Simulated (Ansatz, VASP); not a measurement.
# TiC in VASP and in Ansatz

INCAR

```
SYSTEM = TiC
PREC = Accurate
ENCUT = 520
EDIFF = 1E-6
ISMEAR = -1
SIGMA = 0.03
LREAL = .False.
LASPH = .True.
NELM = 60
ALGO = Normal
ISIF = 2
LWAVE = .False.
LCHARG = .False.
GGA = PS
NBANDS = 15
```

File KPOINTS:

```
Automatic mesh
0
Gamma
  16 16 16
  0 0 0
```

Contents of POSCAR:

```
TiC
1.0
    0.0000000000      2.0990800000      2.1640000000
    2.0990800000      0.0000000000      2.1640000000
    2.0990800000      2.0990800000      0.0000000000
Ti C
1 1
Direct
    0.0000000000      0.0000000000      0.0000000000
    0.5000000000      0.5000000000      0.5000000000
```

Input for Ansatz:

```yaml
crystal:
  lattice:
    - [0.0, 2.09908, 2.164]
    - [2.09908, 0.0, 2.164]
    - [2.09908, 2.09908, 0.0]
  atoms:
    - { symbol: Ti, position: [0.0, 0.0, 0.0] }
    - { symbol: C, position: [0.5, 0.5, 0.5] }
kpoints:
  mp_grid: { grid: [16, 16, 16] }
  band_path:
    path:
      - [0.0, 0.0, 0.0]
      - [0.0, 0.5, 0.5]
      - [0.25, 0.75, 0.5]
      - [0.0, 0.5, 0.0]
      - [0.0, 0.0, 0.0]
      - [0.5, 0.5, 0.0]
      - [0.3676125, 0.6323875, 0.0]
      - [-0.3676125, 0.3676125, 0.0]
      - [0.0, 0.0, 0.0]
    npoints: 5
scf:
  occupations: { method: fermi_dirac, width: 0.03 }
hamiltonian:
  xc: pbesol
  pseudopotentials: { kind: all_electron, lapw: { basis_error: 0.001 } }
output:
  forces: true
  stress: true
  eigenvalues: true
```

Change from the starting cell: equal xx and yy strain of -3 %.

Alike in both runs: task single point; functional PBEsol; k mesh 16 × 16 × 16; occupations fermi-dirac, width 0.03 eV; no spin polarisation.

|  | VASP | Ansatz |
| --- | --- | --- |
| version | VASP 6.6.1 | Ansatz 0.2.0 |
| potentials or method | VASP PAW PBE potentials, release 64 (Ti_sv, C), cutoff 520 eV | all-electron LAPW, scalar-relativistic |

```tsv
	VASP	Ansatz	Ansatz less VASP
pressure (GPa)	11.1	11.0	-0.10
traceless stress, the component that is largest in VASP (GPa)	-9.80	-9.78	+0.015
```

VASP's potentials were made for PBE, not for PBEsol. Ansatz ran all-electron here, and VASP with PAW potentials.
